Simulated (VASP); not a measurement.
Here is a VASP 6.6.1 calculation.

Contents of POSCAR:

```
Ge
1.0
    1.3782662934     -2.5653695835      0.0000000000
    1.3782662934      2.5653695835      0.0000000000
    0.0000000000      0.0000000000      2.6617639486
Ge
1
Direct
    0.5000000000      0.5000000000      0.0000000000
```

The input INCAR.step1:

```
SYSTEM = Ge
  ALGO = Normal
  EDIFF = 1E-4
  ENCUT = 520
  GGA = PE
  ISMEAR = 1
  LASPH = .TRUE.
  LCHARG = .FALSE.
  LREAL = .FALSE.
  LWAVE = .TRUE.
  NBANDS = 13
  NELM = 80
  PREC = Accurate
  SIGMA = 0.15
```

INCAR.step2

```
SYSTEM = Ge
  ALGO = Normal
  EDIFF = 1E-6
  ENCUT = 520
  ISIF = 2
  ISMEAR = 1
  ISTART = 1
  LASPH = .TRUE.
  LCHARG = .FALSE.
  LMIXTAU = .TRUE.
  LREAL = .FALSE.
  LWAVE = .FALSE.
  METAGGA = R2SCAN
  NBANDS = 13
  NELM = 80
  PREC = Accurate
  SIGMA = 0.15
```

The input KPOINTS:

```
k-points
0
G
  12 12 11
  0 0 0
```

Potentials or basis: VASP PAW PBE potentials, release 64 (Ge_d).

Launch:

```bash
$ cat potpaw_PBE.64/Ge_d/POTCAR > POTCAR
$ cp INCAR.step1 INCAR
$ mpirun -np 1 vasp_std > vasp.out
$ cp INCAR.step2 INCAR
$ mpirun -np 1 vasp_std > vasp.out
```

(1) What does it give for the band gap on the k mesh?

(2) Estimate the pressure.

## Answers

(1) zero (bands 7 and 8 overlap by 10.74 eV).

(2) -0.7 GPa.

Caveat: the PAW data sets were made with another functional, which shifts forces and pressure a little.
